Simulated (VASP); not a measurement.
# Si (P6_3/mmc) in VASP: single point with LDA

Aim: the single point of Si with LDA.

Everything below comes from runs of VASP 6.6.1. Logs are shortened: lines on timing, memory, paths and dates and some standing lists are left out, and cuts for length are marked.

## (1) The cell of the first run

The structure is hexagonal, space group P6_3/mmc (No. 194). The conventional cell has a = 4.106 Å, b = 4.106 Å, c = 6.792 Å, α = 90.00°, β = 90.00°, γ = 120.00°. Within 3.3 Å of Si (site symmetry 3m) lie 4 Si at 2.52 to 2.54 Å.

This isn't the form of Si at room conditions, which is diamond.

## (2) Single point, LDA (strain +0.080 along x and y, +0.080 along z)

INCAR

```
SYSTEM = Si
  PREC = Accurate
  ENCUT = 520
  EDIFF = 1E-6
  ISMEAR = 0
  SIGMA = 0.03
  LREAL = .False.
  LASPH = .True.
  NELM = 100
  ALGO = Normal
  ISIF = 2
  LWAVE = .False.
  LCHARG = .False.
  NBANDS = 16
```

KPOINTS

```
Automatic mesh
0
Gamma
  12 12 6
  0 0 0
```

POSCAR

```
Si
1.0
    4.1061335852      0.0000000000      0.0000000000
   -2.0530667926      3.5560159961      0.0000000000
    0.0000000000      0.0000000000      6.7922496241
Si
4
Direct
    0.3333333333      0.6666666667      0.0630332891
    0.6666666667      0.3333333333      0.5630332891
    0.3333333333      0.6666666667      0.4369667109
    0.6666666667      0.3333333333      0.9369667109
```

Potentials or basis: VASP PAW LDA potentials, release 64 (Si).

Launch:

```bash
> cat potpaw_LDA.64/Si/POTCAR > POTCAR
> mpirun -np 1 vasp_std > vasp.out
```

OUTCAR:

```text
SYSTEM = Si
   PREC = Accurate
   ENCUT = 520
   EDIFF = 1E-6
   ISMEAR = 0
   LREAL = .False.
   LASPH = .True.
   NELM = 100
   ISIF = 2

 ion  position               nearest neighbor table
   1  0.333  0.667  0.063-   4 2.52   4 2.52   4 2.52   3 2.54
   2  0.667  0.333  0.563-   3 2.52   3 2.52   3 2.52   4 2.54
   3  0.333  0.667  0.437-   2 2.52   2 2.52   2 2.52   1 2.54
   4  0.667  0.333  0.937-   1 2.52   1 2.52   1 2.52   2 2.54

  LATTYP: Found a hexagonal cell.
 ALAT       =     4.1061335852
 C/A-ratio  =     1.6541716150

  Lattice vectors:

 A1 = (   4.1061335852,   0.0000000000,   0.0000000000)
 A2 = (  -2.0530667926,   3.5560159961,   0.0000000000)
 A3 = (   0.0000000000,   0.0000000000,   6.7922496241)

Analysis of symmetry for initial positions (statically):
=====================================================================
 Subroutine PRICEL returns:
 Original cell was already a primitive cell.

 Routine SETGRP: Setting up the symmetry group for a
 hexagonal supercell.

 Subroutine GETGRP returns: Found 24 space group operations
 (whereof 12 operations were pure point group operations)
 out of a pool of 24 trial point group operations.

The static configuration has the point symmetry D_3d.
 The point group associated with its full space group is D_6h.

Analysis of symmetry for dynamics (positions and initial velocities):
=====================================================================
 Subroutine PRICEL returns:
 Original cell was already a primitive cell.

 Routine SETGRP: Setting up the symmetry group for a
 hexagonal supercell.

 Subroutine GETGRP returns: Found 24 space group operations
 (whereof 12 operations were pure point group operations)
 out of a pool of 24 trial point group operations.

The dynamic configuration has the point symmetry D_3d.
 The point group associated with its full space group is D_6h.

 Subroutine INISYM returns: Found 24 space group operations
 (whereof 12 operations are pure point group operations),
 and found     1 'primitive' translations

----------------------------------------------------------------------------------------

                                     Primitive cell

  volume of cell :      99.1769

  direct lattice vectors                    reciprocal lattice vectors
     4.106133585  0.000000000  0.000000000     0.243538107  0.140606792  0.000000000
    -2.053066793  3.556015996  0.000000000     0.000000000  0.281213583  0.000000000
[... 93 lines left out ...]
   IBRION =     -1    ionic relax: 0-MD 1-quasi-New 2-CG
   NFREE  =      0    steps in history (QN), initial steepest desc. (CG)
   ISIF   =      2    stress and relaxation
   ISYM   =      2    0-nonsym 1-usesym 2-fastsym
   POTIM  = 0.5000    time-step for ionic-motion
   TEBEG  =    0.0;   TEEND  =   0.0 temperature during run
   PSTRESS=    0.0 pullay stress
   NELECT =      16.0000    total number of electrons
   NUPDOWN=      -1.0000    fix difference up-down
   EMIN   =  10.00;   EMAX   =-10.00  energy-range for DOS
   EFERMI =   0.00;   METHOD = LEGACY
   ISMEAR =     0;   SIGMA  =   0.03  broadening in eV -4-tet -1-fermi 0-gaus
   EFERMI_NEDOS =   21; number of points for ismear=-14 and -15
   IALGO  =     38    algorithm
   IMIX   =      4    mixing-type and parameters
     AMIX     =   0.40;   BMIX     =  1.00
     AMIX_MAG =   1.60;   BMIX_MAG =  1.00
  volume/ion in A,a.u.               =      24.79       167.32
  Fermi-wavevector in a.u.,A,eV,Ry     =   0.891206  1.684135 10.806398  0.794248
  Thomas-Fermi vector in A             =   2.012996
   LORBIT       =      0    0 simple, 1 ext, 2 COOP (PROOUT), +10 PAW based schemes
   GGA     = CA    functional components
   LHFCALC =     F    Hartree Fock is set to
   AEXX    =    0.0000 exact exchange contribution
   IVDW    =     0    specifies the selected vdW correction
   LEPSILON=     F    determine dielectric tensor
   LRPA    =     F    only Hartree local field effects (RPA)
 non-spin polarized calculation
 Gauss-broadening in eV      SIGMA  =   0.03
  energy-cutoff  :      520.00
  volume of cell :       99.18
 maximum number of plane-waves:      2702
 NGX is ok and might be reduce to    32
   NGX = 15   NGY = 15   NGZ = 25

 number of electron      16.0000000 magnetization

 Free energy of the ion-electron system (eV)
  ---------------------------------------------------
  ext. energy  EPLUGINS =         0.00000000
  ---------------------------------------------------
  free energy    TOTEN  =       -22.74925784 eV

  energy without entropy =      -22.74925784  energy(sigma->0) =      -22.74925784

 E-fermi :   4.1039     XC(G=0):  -8.8193

 val. band max:        3.9634954822   @ k =   0.0000   0.0000   0.0000
 cond. band min:       4.3398059400   @ k =   0.0000   0.0000   0.0000
 fundamental gap:      0.3763104577
 Fermi energy:         4.1039377264

 k-point     1 :       0.0000    0.0000    0.0000
  band No.  band energies     occupation
      1      -6.8485      2.00000
      2      -5.0338      2.00000
      3      -2.3541      2.00000
      4       2.7430      2.00000
      5       2.7430      2.00000
      6       3.7132      2.00000
[... 433 lines left out ...]
      3      -2.5179      2.00000
      4      -0.4824      2.00000
      5       0.2630      2.00000
      6       1.7822      2.00000
[... 8 lines left out ...]
     15      10.1403      0.00000
     16      10.4333      0.00000

 [... further k-points ...]

------------------------ aborting loop because EDIFF is reached ----------------------------------------

  FORCE on cell =-STRESS in cart. coord.  units (eV):
  Direction    XX          YY          ZZ          XY          YZ          ZX
  --------------------------------------------------------------------------------------
  -------------------------------------------------------------------------------------
  Total       -8.2512912     -8.2512912     -8.3254323      0.0000000     -0.0000000      0.0000000
  in kB     -133.2975219   -133.2975219   -134.4952537      0.0000000     -0.0000000      0.0000000
  external PRESSURE =    -133.6967658 kB  Pullay stress =       0.0000000 kB

 VOLUME and BASIS-vectors are now :
 -----------------------------------------------------------------------------
  energy-cutoff  :      520.00
  volume of cell :       99.18
      direct lattice vectors                 reciprocal lattice vectors
     4.106133585  0.000000000  0.000000000     0.243538107  0.140606792  0.000000000
    -2.053066793  3.556015996  0.000000000     0.000000000  0.281213583  0.000000000
     0.000000000  0.000000000  6.792249624     0.000000000  0.000000000  0.147226627

 POSITION                                       TOTAL-FORCE (eV/Angst)
 -----------------------------------------------------------------------------------
     -0.00000      2.37068      0.42814         0.000000     -0.000000     -0.075488
      2.05307      1.18534      3.82426        -0.000000      0.000000     -0.075488
     -0.00000      2.37068      2.96799         0.000000      0.000000      0.075488
      2.05307      1.18534      6.36411        -0.000000     -0.000000      0.075488
 -----------------------------------------------------------------------------------
    total drift:                               -0.000000      0.000000     -0.000000

  FREE ENERGIE OF THE ION-ELECTRON SYSTEM (eV)
  ---------------------------------------------------
  free  energy   TOTEN  =       -22.7492578364 eV

  energy  without entropy=      -22.7492578364  energy(sigma->0) =      -22.74925784
```

OSZICAR:

```text
N       E                     dE             d eps       ncg     rms          rms(c)
DAV:   1     0.232549667978E+02    0.23255E+02   -0.56130E+03  2432   0.791E+02
DAV:   2    -0.210853712902E+02   -0.44340E+02   -0.40288E+02  3376   0.115E+02
DAV:   3    -0.230238541788E+02   -0.19385E+01   -0.19256E+01  3256   0.226E+01
DAV:   4    -0.230506615852E+02   -0.26807E-01   -0.26799E-01  3136   0.344E+00
DAV:   5    -0.230512752388E+02   -0.61365E-03   -0.61364E-03  3232   0.494E-01    0.533E+00
DAV:   6    -0.228556550250E+02    0.19562E+00   -0.59673E-02  2912   0.107E+00    0.315E+00
DAV:   7    -0.227482346780E+02    0.10742E+00   -0.13687E-01  2856   0.165E+00    0.191E-01
DAV:   8    -0.227492976713E+02   -0.10630E-02   -0.10074E-02  3088   0.498E-01    0.882E-02
DAV:   9    -0.227492469377E+02    0.50734E-04   -0.33571E-04  3200   0.985E-02    0.747E-02
DAV:  10    -0.227492613548E+02   -0.14417E-04   -0.41017E-05  3136   0.322E-02    0.385E-02
DAV:  11    -0.227492576983E+02    0.36565E-05   -0.54354E-06  3080   0.111E-02    0.211E-03
DAV:  12    -0.227492578364E+02   -0.13811E-06   -0.47469E-07  2088   0.390E-03
   1 F= -.22749258E+02 E0= -.22749258E+02  d E =-.118917E-13
```

Wall time 50 s (1 thread of Intel Xeon Platinum 8559C (Emerald Rapids), shared host); peak memory 0.22 GiB.

What came out:

```yaml
Free_energy: -22.7493 eV
Pressure: -13.4 GPa
Largest_force: 0.075 eV/Å
Band_gap_on_the_k_mesh: 0.38 eV
```

Forces on the atoms (eV/Å):
```
Si   0.000  0.000 -0.075
Si   0.000  0.000 -0.075
Si   0.000  0.000  0.075
Si   0.000  0.000  0.075
```

Caveat: the cell differs from its parent crystal (strain +0.080 along x and y, +0.080 along z); the cell stands under tension.
